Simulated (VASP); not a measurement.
# Si (Fd-3m) in VASP: a series of runs, part 2 of 2

VASP 6.6.1. Earlier steps stand in the parts before.

### Step 5. Single point, PBE

This run uses another cell than the first one, of 20.78 Å³/atom, 1.095 times its volume.

INCAR

```
ALGO     = Normal         # electronic algorithm
EDIFF    = 1E-6           # SCF threshold, eV
ENCUT    = 520            # plane-wave cutoff, eV
GGA      = PE             # functional
ISIF     = 2              # what is computed and relaxed
ISMEAR   = 0              # smearing method
LASPH    = T              # aspherical terms in the spheres
LCHARG   = F              # write CHGCAR
LREAL    = F              # projectors in reciprocal space
LWAVE    = F              # write WAVECAR
NBANDS   = 11             # bands
NELM     = 60             # most SCF steps
PREC     = Accurate       # precision mode
SIGMA    = 0.01           # smearing width, eV
```

KPOINTS

```
k-points
0
Gamma
  8 8 8
```

POSCAR

```
Si
1.0
    0.0000000000      2.7492688318      2.7492688318
    2.7492688318      0.0000000000      2.7492688318
    2.7492688318      2.7492688318      0.0000000000
Si
2
Direct
    0.7500000000      0.7500000000      0.7500000000
    0.5000000000      0.5000000000      0.5000000000
```

Potentials or basis: VASP PAW PBE potentials, release 64 (Si).

Launch:

```bash
cat potpaw_PBE.64/Si/POTCAR > POTCAR
mpirun -np 1 vasp_std > vasp.out
```

OUTCAR:

```text
EDIFF = 1E-6
   ENCUT = 520
   GGA = PE
   ISIF = 2
   ISMEAR = 0
   LASPH = T
   LREAL = F
   NELM = 60
   PREC = Accurate

 ion  position               nearest neighbor table
   1  0.750  0.750  0.750-   2 2.38   2 2.38   2 2.38   2 2.38
   2  0.500  0.500  0.500-   1 2.38   1 2.38   1 2.38   1 2.38

  LATTYP: Found a face centered cubic cell.
 ALAT       =     5.4985376636

  Lattice vectors:

 A1 = (   0.0000000000,   2.7492688318,   2.7492688318)
 A2 = (   2.7492688318,   0.0000000000,   2.7492688318)
 A3 = (   2.7492688318,   2.7492688318,   0.0000000000)

Analysis of symmetry for initial positions (statically):
=====================================================================
 Subroutine PRICEL returns:
 Original cell was already a primitive cell.

 Routine SETGRP: Setting up the symmetry group for a
 face centered cubic supercell.

 Subroutine GETGRP returns: Found 48 space group operations
 (whereof 24 operations were pure point group operations)
 out of a pool of 48 trial point group operations.

The static configuration has the point symmetry T_d .
 The point group associated with its full space group is O_h .

Analysis of symmetry for dynamics (positions and initial velocities):
=====================================================================
 Subroutine PRICEL returns:
 Original cell was already a primitive cell.

 Routine SETGRP: Setting up the symmetry group for a
 face centered cubic supercell.

 Subroutine GETGRP returns: Found 48 space group operations
 (whereof 24 operations were pure point group operations)
 out of a pool of 48 trial point group operations.

The dynamic configuration has the point symmetry T_d .
 The point group associated with its full space group is O_h .

 Subroutine INISYM returns: Found 48 space group operations
 (whereof 24 operations are pure point group operations),
 and found     1 'primitive' translations

----------------------------------------------------------------------------------------

                                     Primitive cell
[... 120 lines left out ...]
   LEPSILON=     F    determine dielectric tensor
   LRPA    =     F    only Hartree local field effects (RPA)
 non-spin polarized calculation
 Gauss-broadening in eV      SIGMA  =   0.01
  energy-cutoff  :      520.00
  volume of cell :       41.56
 maximum number of plane-waves:      1139
 NGX is ok and might be reduce to    30
   NGX = 15   NGY = 15   NGZ = 15

 number of electron       8.0000001 magnetization

 Free energy of the ion-electron system (eV)
  ---------------------------------------------------
  ext. energy  EPLUGINS =         0.00000000
  ---------------------------------------------------
  free energy    TOTEN  =       -10.84312651 eV

  energy without entropy =      -10.84312651  energy(sigma->0) =      -10.84312651

 E-fermi :   5.5416     XC(G=0):  -9.2632

 val. band max:        5.4566569274   @ k =   0.0000   0.0000   0.0000
 cond. band min:       6.1322321615   @ k =   0.3750   0.3750   0.0000
 fundamental gap:      0.6755752340
 Fermi energy:         5.5415971265

 k-point     1 :       0.0000    0.0000    0.0000
  band No.  band energies     occupation
      1      -6.2489      2.00000
      2       5.4567      2.00000
      3       5.4567      2.00000
      4       5.4567      2.00000
      5       8.0059      0.00000
      6       8.0059      0.00000
      7       8.0059      0.00000
      8       8.4061      0.00000
      9      13.1564      0.00000
     10      13.1564      0.00000
     11      13.2704      0.00000
[... 309 lines left out ...]
 k-point    24 :      -0.3750    0.2500    0.1250
  band No.  band energies     occupation
      1      -3.4873      2.00000
      2      -1.1940      2.00000
      3       2.1149      2.00000
      4       3.3810      2.00000
      5       8.4439      0.00000
      6       8.6128      0.00000
      7      11.2518      0.00000
      8      12.4855      0.00000
      9      12.6929      0.00000
     10      15.9062      0.00000
     11      16.8973      0.00000

 [... further k-points ...]

------------------------ aborting loop because EDIFF is reached ----------------------------------------

  FORCE on cell =-STRESS in cart. coord.  units (eV):
  Direction    XX          YY          ZZ          XY          YZ          ZX
  --------------------------------------------------------------------------------------
  -------------------------------------------------------------------------------------
  Total       -0.3629287     -0.3629287     -0.3629287      0.0000000      0.0000000     -0.0000000
  in kB      -13.9910471    -13.9910471    -13.9910471      0.0000000      0.0000000     -0.0000000
  external PRESSURE =     -13.9910471 kB  Pullay stress =       0.0000000 kB

 VOLUME and BASIS-vectors are now :
 -----------------------------------------------------------------------------
  energy-cutoff  :      520.00
  volume of cell :       41.56
      direct lattice vectors                 reciprocal lattice vectors
     0.000000000  2.749268832  2.749268832    -0.181866536  0.181866536  0.181866536
     2.749268832  0.000000000  2.749268832     0.181866536 -0.181866536  0.181866536
     2.749268832  2.749268832  0.000000000     0.181866536  0.181866536 -0.181866536

 POSITION                                       TOTAL-FORCE (eV/Angst)
 -----------------------------------------------------------------------------------
      4.12390      4.12390      4.12390        -0.000000     -0.000000     -0.000000
      2.74927      2.74927      2.74927         0.000000      0.000000      0.000000
 -----------------------------------------------------------------------------------
    total drift:                                0.000000     -0.000000     -0.000000

  FREE ENERGIE OF THE ION-ELECTRON SYSTEM (eV)
  ---------------------------------------------------
  free  energy   TOTEN  =       -10.8431265126 eV

  energy  without entropy=      -10.8431265126  energy(sigma->0) =      -10.84312651
```

OSZICAR:

```text
N       E                     dE             d eps       ncg     rms          rms(c)
DAV:   1     0.926982105054E+01    0.92698E+01   -0.31917E+03   638   0.580E+02
DAV:   2    -0.103592695497E+02   -0.19629E+02   -0.18524E+02   833   0.873E+01
DAV:   3    -0.109977710208E+02   -0.63850E+00   -0.63605E+00   831   0.139E+01
DAV:   4    -0.110029357716E+02   -0.51648E-02   -0.51639E-02   764   0.150E+00
DAV:   5    -0.110029904853E+02   -0.54714E-04   -0.54713E-04   820   0.147E-01    0.465E+00
DAV:   6    -0.108931684835E+02    0.10982E+00   -0.60658E-02   721   0.101E+00    0.283E+00
DAV:   7    -0.108415781041E+02    0.51590E-01   -0.12077E-01   725   0.154E+00    0.157E-01
DAV:   8    -0.108428837256E+02   -0.13056E-02   -0.55536E-03   719   0.398E-01    0.782E-02
DAV:   9    -0.108431017466E+02   -0.21802E-03   -0.21338E-04   805   0.877E-02    0.568E-02
DAV:  10    -0.108431258093E+02   -0.24063E-04   -0.20916E-05   745   0.264E-02    0.493E-03
DAV:  11    -0.108431265126E+02   -0.70327E-06   -0.19810E-06   789   0.728E-03
   1 F= -.10843127E+02 E0= -.10843127E+02  d E =-.153332E-35
```

Run time: 7.2 s. Hardware: 1 thread of AMD EPYC 9R45 (Zen 5), shared host; peak memory 0.13 GiB.

What came out:

- Free energy: -10.8431 eV
- Pressure: -1.4 GPa
- Band gap on the k mesh: 0.68 eV, indirect (least direct gap 2.55 eV)

### Step 6. Single point, PBE

This run uses another cell than the first one, of 21.38 Å³/atom, 1.126 times its volume.

INCAR

```
SYSTEM = Si
ALGO = Normal ; EDIFF = 1E-7
ENCUT = 520 ; GGA = PE
ISIF = 2 ; ISMEAR = 0
LASPH = .True. ; LCHARG = .False.
LREAL = .False. ; LWAVE = .False.
NBANDS = 11 ; NELM = 100
PREC = Accurate ; SIGMA = 0.01
```

KPOINTS

```
k-points
0
Gamma
  8 8 8
  0 0 0
```

POSCAR

```
Si
1.0
    0.0000000000      2.7754539205      2.7754539205
    2.7754539205      0.0000000000      2.7754539205
    2.7754539205      2.7754539205      0.0000000000
Si
2
Direct
    0.7500000000      0.7500000000      0.7500000000
    0.5000000000      0.5000000000      0.5000000000
```

Potentials or basis: VASP PAW PBE potentials, release 64 (Si).

Launch:

```bash
cat potpaw_PBE.64/Si/POTCAR > POTCAR
mpirun -np 1 vasp_std > vasp.out
```

OUTCAR:

```text
SYSTEM = Si
   EDIFF = 1E-7
   ENCUT = 520
   GGA = PE
   ISIF = 2
   ISMEAR = 0
   LASPH = .True.
   LREAL = .False.
   NELM = 100
   PREC = Accurate

 ion  position               nearest neighbor table
   1  0.750  0.750  0.750-   2 2.40   2 2.40   2 2.40   2 2.40
   2  0.500  0.500  0.500-   1 2.40   1 2.40   1 2.40   1 2.40

  LATTYP: Found a face centered cubic cell.
 ALAT       =     5.5509078410

  Lattice vectors:

 A1 = (   0.0000000000,   2.7754539205,   2.7754539205)
 A2 = (   2.7754539205,   0.0000000000,   2.7754539205)
 A3 = (   2.7754539205,   2.7754539205,   0.0000000000)

Analysis of symmetry for initial positions (statically):
=====================================================================
 Subroutine PRICEL returns:
 Original cell was already a primitive cell.

 Routine SETGRP: Setting up the symmetry group for a
 face centered cubic supercell.

 Subroutine GETGRP returns: Found 48 space group operations
 (whereof 24 operations were pure point group operations)
 out of a pool of 48 trial point group operations.

The static configuration has the point symmetry T_d .
 The point group associated with its full space group is O_h .
[... 174 lines left out ...]
      3       5.1824      2.00000
      4       5.1824      2.00000
      5       7.7181      0.00000
      6       7.7181      0.00000
      7       7.7181      0.00000
      8       7.8156      0.00000
      9      12.8655      0.00000
     10      12.8655      0.00000
     11      12.8884      0.00000
[... 309 lines left out ...]
 k-point    24 :      -0.3750    0.2500    0.1250
  band No.  band energies     occupation
      1      -3.6552      2.00000
      2      -1.3733      2.00000
      3       1.9201      2.00000
      4       3.1666      2.00000
      5       8.1034      0.00000
      6       8.3544      0.00000
      7      10.8848      0.00000
      8      12.1507      0.00000
      9      12.2935      0.00000
     10      15.5287      0.00000
     11      16.4300      0.00000

 [... further k-points ...]

------------------------ aborting loop because EDIFF is reached ----------------------------------------

  FORCE on cell =-STRESS in cart. coord.  units (eV):
  Direction    XX          YY          ZZ          XY          YZ          ZX
  --------------------------------------------------------------------------------------
  -------------------------------------------------------------------------------------
  Total       -0.9653407     -0.9653407     -0.9653407      0.0000000      0.0000000     -0.0000000
  in kB      -36.1708867    -36.1708867    -36.1708867      0.0000000      0.0000000     -0.0000000
  external PRESSURE =     -36.1708867 kB  Pullay stress =       0.0000000 kB

 VOLUME and BASIS-vectors are now :
 -----------------------------------------------------------------------------
  energy-cutoff  :      520.00
  volume of cell :       42.76
      direct lattice vectors                 reciprocal lattice vectors
     0.000000000  2.775453920  2.775453920    -0.180150712  0.180150712  0.180150712
     2.775453920  0.000000000  2.775453920     0.180150712 -0.180150712  0.180150712
     2.775453920  2.775453920  0.000000000     0.180150712  0.180150712 -0.180150712

 POSITION                                       TOTAL-FORCE (eV/Angst)
 -----------------------------------------------------------------------------------
      4.16318      4.16318      4.16318        -0.000000     -0.000000     -0.000000
      2.77545      2.77545      2.77545         0.000000      0.000000      0.000000
 -----------------------------------------------------------------------------------
    total drift:                                0.000000     -0.000000     -0.000000

  FREE ENERGIE OF THE ION-ELECTRON SYSTEM (eV)
  ---------------------------------------------------
  free  energy   TOTEN  =       -10.8241925883 eV

  energy  without entropy=      -10.8241925883  energy(sigma->0) =      -10.82419259
```

stdout:

```text
POSCAR found type information on POSCAR Si
 POSCAR found :  1 types and       2 ions
 scaLAPACK will be used
 LDA part: xc-table for (Slater+PW92), standard interpolation
 POSCAR, INCAR and KPOINTS ok, starting setup
 FFT: planning ... GRIDC
 FFT: planning ... GRID_SOFT
 FFT: planning ... GRID
 WAVECAR not read
 entering main loop
```

It took 8.2 s on 1 thread of AMD EPYC 9R45 (Zen 5), shared host; peak memory 0.13 GiB.

What came out:

```
Free energy            : -10.8242 eV
Pressure               : -3.6 GPa
Band gap on the k mesh : 0.72 eV, indirect (least direct gap 2.45 eV)
```

A k mesh can miss the band edges.

### Step 7. Summary

```tsv
cell	gap on the mesh (eV)	pressure (GPa)
a = 3.772 Å, angles 60.0°, 2 atoms	0.52	7.7
a = 3.812 Å, angles 60.0°, 2 atoms	0.58	4.2
a = 3.850 Å, angles 60.0°, 2 atoms	0.63	1.2
a = 3.888 Å, angles 60.0°, 2 atoms	0.68	-1.4
a = 3.925 Å, angles 60.0°, 2 atoms	0.72	-3.6
```

Alike in all rows: task single point; level PBE; potentials or basis VASP PAW PBE potentials, release 64 (Si); no spin polarisation; k mesh 8 × 8 × 8; cutoff (eV) 520; smearing gaussian 0.01 eV.

Absolute energies hang on the potentials; compare differences alone.
